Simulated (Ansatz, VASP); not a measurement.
# One calculation of Ca3SbP, two programs

The input INCAR:

```
SYSTEM = Ca3SbP
ALGO = Normal ; EDIFF = 1E-6
ENCUT = 520 ; GGA = CA
ISIF = 2 ; ISMEAR = 0
LASPH = .True. ; LCHARG = .False.
LREAL = .False. ; LWAVE = .False.
NBANDS = 28 ; NELM = 100
PREC = Accurate ; SIGMA = 0.05
```

File KPOINTS:

```
k-points
0
Gamma
  6 6 6
  0 0 0
```

POSCAR

```
Ca3SbP
1.0
    5.2952063624      0.0000000000      0.0000000000
    0.0000000000      5.2952063624      0.0000000000
    0.0000000000      0.0000000000      5.2952063624
Ca Sb P
3 1 1
Direct
    0.0000000000      0.5000000000      0.5000000000
    0.5000000000      0.0000000000      0.5000000000
    0.5000000000      0.5000000000      0.0000000000
    0.0000000000      0.0000000000      0.0000000000
    0.5000000000      0.5000000000      0.5000000000
```

Input for Ansatz:

```yaml
crystal:
  lattice:
    - [5.2952063624, 0.0, 0.0]
    - [0.0, 5.2952063624, 0.0]
    - [0.0, 0.0, 5.2952063624]
  atoms:
    - { symbol: Ca, position: [0.0, 0.5, 0.5] }
    - { symbol: Ca, position: [0.5, 0.0, 0.5] }
    - { symbol: Ca, position: [0.5, 0.5, 0.0] }
    - { symbol: Sb, position: [0.0, 0.0, 0.0] }
    - { symbol: P, position: [0.5, 0.5, 0.5] }
basis:
  ecutwfc: 420
kpoints:
  mp_grid: { grid: [6, 6, 6] }
hamiltonian:
  xc: lda
scf:
  occupations: { method: gaussian, width: 0.05 }
output:
  forces: true
  stress: true
  eigenvalues: true
```

Change from the starting cell: mode 1 frozen in at +0.000 Å, equal normal strain along x, y and z +0.0083.

Alike in both runs: task single point; functional LDA; k mesh 6 × 6 × 6; occupations gaussian, width 0.05 eV; no spin polarisation.

```csv
,VASP,Ansatz
version,VASP 6.6.1,Ansatz 0.2.0
potentials or method,"VASP PAW LDA potentials, release 64 (Ca_sv, Sb, P), cutoff 520 eV","scalar-relativistic, plane waves, PAW"
valence electrons in the cell,40,50
```

```tsv
	VASP	Ansatz	Ansatz less VASP
gap on the k mesh at the Fermi level (eV)	0.52	0.53	+0.012
least direct gap on the mesh (eV)	0.52	0.53	+0.012
pressure (GPa)	-0.9	-1.0	-0.15
```

LDA's correlation is that of Perdew and Zunger in VASP and of Perdew and Wang (1992) in Ansatz. VASP's potentials hold 40 valence electrons a cell and Ansatz's 50, so a difference there can come from the potentials and not from the codes.

Spin-orbit coupling is off throughout.
